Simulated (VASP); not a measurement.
# Al8O in VASP: single point with PBEsol

Aim: the single point of Al8O with PBEsol.

All numbers are computed with VASP 6.6.1; they aren't measurements. Logs are shortened: lines on timing, memory, paths and dates and some standing lists are left out, and cuts for length are marked.

### 1 The cell of the first run

The cell holds a slab with vacuum, 9 atoms: a = 2.836 Å, b = 2.836 Å, c = 35.314 Å, α = 90.00°, β = 90.00°, γ = 120.00°.

### 2 Single point, PBEsol

The input, INCAR:

```
PREC = Accurate ; ENCUT = 1000
EDIFF = 1E-6 ; ISMEAR = 0
SIGMA = 0.1 ; LREAL = F
LASPH = T ; NELM = 120
ALGO = Normal ; ISIF = 2
LWAVE = F ; LCHARG = F
LDIPOL = T ; IDIPOL = 3
DIPOL = 0.5 0.5 0.502 ; GGA = PS
NBANDS = 25 ; GGA_COMPAT = F
NELMDL = -8
```

The input, KPOINTS:

```
Automatic mesh
0
Gamma
  12 12 1
```

The input, POSCAR:

```
Al8O
1.0
    2.8362844922      0.0000000000      0.0000000000
   -1.4181422461      2.4562944226      0.0000000000
    0.0000000000      0.0000000000     35.3137615421
Al O
8 1
Direct
    0.3333333333      0.6666666667      0.2406993656
    0.0000000000      0.0000000000      0.3066945262
    0.6666666667      0.3333333333      0.3726896867
    0.0000000000      0.0000000000      0.4386848473
    0.3333333333      0.6666666667      0.5040311261
    0.0000000000      0.0000000000      0.5697285579
    0.6666666667      0.3333333333      0.6352510516
    0.0000000000      0.0000000000      0.6991825815
    0.0000000000      0.0000000000      0.7466596278
```

Potentials or basis: VASP PAW PBE potentials, release 64 (Al, O_h).

Run with:

```bash
> cat potpaw_PBE.64/Al/POTCAR potpaw_PBE.64/O_h/POTCAR > POTCAR
> mpirun -np 1 vasp_std > vasp.out
```

OUTCAR:

```text
PREC = Accurate
   ENCUT = 1000
   EDIFF = 1E-6
   ISMEAR = 0
   LREAL = F
   LASPH = T
   NELM = 120
   ISIF = 2
   GGA = PS
   NELMDL = -8

 ion  position               nearest neighbor table
   1  0.333  0.667  0.241-   2 2.85   2 2.85   2 2.85
   2  0.000  0.000  0.307-   3 2.85   3 2.85   3 2.85   1 2.85   1 2.85   1 2.85
   3  0.667  0.333  0.373-   2 2.85   2 2.85   2 2.85   4 2.85   4 2.85   4 2.85
   4  0.000  0.000  0.439-   5 2.83   5 2.83   5 2.83   3 2.85   3 2.85   3 2.85
   5  0.333  0.667  0.504-   4 2.83   4 2.83   4 2.83   6 2.84   6 2.84   6 2.84
   6  0.000  0.000  0.570-   7 2.83   7 2.83   7 2.83   5 2.84   5 2.84   5 2.84
   7  0.667  0.333  0.635-   8 2.79   8 2.79   8 2.79   6 2.83   6 2.83   6 2.83
   8  0.000  0.000  0.699-   9 1.68   7 2.79   7 2.79   7 2.79
   9  0.000  0.000  0.747-   8 1.68

  LATTYP: Found a hexagonal cell.
 ALAT       =     2.8362844922
 C/A-ratio  =    12.4507120633

  Lattice vectors:

 A1 = (   2.8362844922,   0.0000000000,   0.0000000000)
 A2 = (  -1.4181422461,   2.4562944226,   0.0000000000)
 A3 = (   0.0000000000,   0.0000000000,  35.3137615421)

Analysis of symmetry for initial positions (statically):
=====================================================================
 Subroutine PRICEL returns:
 Original cell was already a primitive cell.

 Routine SETGRP: Setting up the symmetry group for a
 hexagonal supercell.

 Subroutine GETGRP returns: Found  6 space group operations
 (whereof  6 operations were pure point group operations)
 out of a pool of 24 trial point group operations.

The static configuration has the point symmetry C_3v.

Analysis of symmetry for dynamics (positions and initial velocities):
=====================================================================
 Subroutine PRICEL returns:
 Original cell was already a primitive cell.

 Routine SETGRP: Setting up the symmetry group for a
 hexagonal supercell.

 Subroutine GETGRP returns: Found  6 space group operations
 (whereof  6 operations were pure point group operations)
 out of a pool of 24 trial point group operations.

The dynamic configuration has the point symmetry C_3v.

 Subroutine INISYM returns: Found  6 space group operations
 (whereof  6 operations are pure point group operations),
 and found     1 'primitive' translations
[... 111 lines left out ...]
   POTIM  = 0.5000    time-step for ionic-motion
   TEBEG  =    0.0;   TEEND  =   0.0 temperature during run
   PSTRESS=    0.0 pullay stress
   NELECT =      30.0000    total number of electrons
   NUPDOWN=      -1.0000    fix difference up-down
   EMIN   =  10.00;   EMAX   =-10.00  energy-range for DOS
   EFERMI =   0.00;   METHOD = LEGACY
   ISMEAR =     0;   SIGMA  =   0.10  broadening in eV -4-tet -1-fermi 0-gaus
   EFERMI_NEDOS =   21; number of points for ismear=-14 and -15
   IALGO  =     38    algorithm
   IMIX   =      4    mixing-type and parameters
     AMIX     =   0.40;   BMIX     =  1.00
     AMIX_MAG =   1.60;   BMIX_MAG =  1.00
  volume/ion in A,a.u.               =      27.34       184.47
  Fermi-wavevector in a.u.,A,eV,Ry     =   0.811815  1.534108  8.966837  0.659044
  Thomas-Fermi vector in A             =   1.921244
   LORBIT       =      0    0 simple, 1 ext, 2 COOP (PROOUT), +10 PAW based schemes
   GGA     = PS    functional components
   LHFCALC =     F    Hartree Fock is set to
   AEXX    =    0.0000 exact exchange contribution
   IVDW    =     0    specifies the selected vdW correction
   LEPSILON=     F    determine dielectric tensor
   LRPA    =     F    only Hartree local field effects (RPA)
 non-spin polarized calculation
 Gauss-broadening in eV      SIGMA  =   0.10
  energy-cutoff  :     1000.00
  volume of cell :      246.02
 maximum number of plane-waves:     17829
 NGX is ok and might be reduce to    30
   NGX = 15   NGY = 15   NGZ =183

 number of electron      30.0000001 magnetization

 dipolmoment           0.000000      0.000000      0.215483 electrons x Angstroem

 Free energy of the ion-electron system (eV)
  ---------------------------------------------------
  ext. energy  EPLUGINS =         0.00000000
  ---------------------------------------------------
  free energy    TOTEN  =       -37.21898228 eV

  energy without entropy =      -37.18818272  energy(sigma->0) =      -37.20358250

 E-fermi :   1.1092     XC(G=0):  -6.2748

 val. band max:        1.0828118393   @ k =   0.3333   0.1667   0.0000
 cond. band min:       1.1458064071   @ k =   0.3333   0.2500   0.0000
 fundamental gap:      0.0629945678
 Fermi energy:         1.1091570178

 k-point     1 :       0.0000    0.0000    0.0000
  band No.  band energies     occupation
      1     -15.8026      2.00000
      2     -10.0332      2.00000
      3      -9.7211      2.00000
      4      -9.2273      2.00000
      5      -8.5077      2.00000
      6      -7.6133      2.00000
[... 521 lines left out ...]
     24       2.7625      0.00000
     25       2.9429      0.00000

------------------------ aborting loop because EDIFF is reached ----------------------------------------

 vacuum level on the upper side and lower side of the slab       (xc-potential included)         2.524        -3.075

  FORCE on cell =-STRESS in cart. coord.  units (eV):
  Direction    XX          YY          ZZ          XY          YZ          ZX
  --------------------------------------------------------------------------------------
  -------------------------------------------------------------------------------------
  Total        0.7176943      0.7176943      0.0346584      0.0000000      0.0000000     -0.0000000
  in kB        4.6738621      4.6738621      0.2257071      0.0000000      0.0000000     -0.0000000
  external PRESSURE =       3.1911438 kB  Pullay stress =       0.0000000 kB

 VOLUME and BASIS-vectors are now :
 -----------------------------------------------------------------------------
  energy-cutoff  :     1000.00
  volume of cell :      246.02
      direct lattice vectors                 reciprocal lattice vectors
     2.836284492  0.000000000  0.000000000     0.352573941  0.203558659  0.000000000
    -1.418142246  2.456294423  0.000000000     0.000000000  0.407117319  0.000000000
     0.000000000  0.000000000 35.313761542     0.000000000  0.000000000  0.028317572

 POSITION                                       TOTAL-FORCE (eV/Angst)
 -----------------------------------------------------------------------------------
     -0.00000      1.63753      8.50000        -0.000000     -0.000000      0.014012
      0.00000      0.00000     10.83054        -0.000000     -0.000000      0.016103
      1.41814      0.81876     13.16107         0.000000     -0.000000     -0.031715
      0.00000      0.00000     15.49161        -0.000000     -0.000000      0.003623
     -0.00000      1.63753     17.79923         0.000000     -0.000000     -0.003401
      0.00000      0.00000     20.11926        -0.000000     -0.000000      0.003331
      1.41814      0.81876     22.43310        -0.000000     -0.000000     -0.000074
      0.00000      0.00000     24.69077         0.000000     -0.000000     -0.094748
      0.00000      0.00000     26.36736         0.000000      0.000000      0.092869
 -----------------------------------------------------------------------------------
    total drift:                                0.000000      0.000000      0.000302

  FREE ENERGIE OF THE ION-ELECTRON SYSTEM (eV)
  ---------------------------------------------------
  free  energy   TOTEN  =       -37.2189822772 eV

  energy  without entropy=      -37.1881827185  energy(sigma->0) =      -37.20358250

 vacuum level on the upper side and lower side of the slab        10.588         4.940
```

Run time: 24 min. Hardware: 1 thread of AMD EPYC 7R43 (Zen 3), shared host; peak memory 0.75 GiB.

What came out:

```
Free energy            : -37.2190 eV
Largest force          : 0.095 eV/Å
Band gap on the k mesh : zero (bands 15 and 16 overlap by 3.24 eV)
```

Forces on the atoms (eV/Å):
```
Al   0.000  0.000  0.014
Al   0.000  0.000  0.016
Al   0.000  0.000 -0.032
Al   0.000  0.000  0.004
Al   0.000  0.000 -0.003
Al   0.000  0.000  0.003
Al   0.000  0.000  0.000
Al   0.000  0.000 -0.095
O    0.000  0.000  0.093
```

Levels at points of the mesh, in eV from the Fermi level:
```tsv
k point	band 12	band 13	band 14	band 15	band 16	band 17	band 18	band 19
(0.00, 0.00, 0.00)	-1.06	0.39	0.39	0.49	2.18	3.61	4.48	5.51
(0.50, 0.00, 0.00)	-2.46	-2.18	-1.64	-1.17	-0.33	-0.23	-0.22	1.01
```

Caveat: the PAW data sets were made with another functional, which shifts forces and pressure a little.

The gap in the log of VASP goes by the Fermi energy; the results here count the filled bands.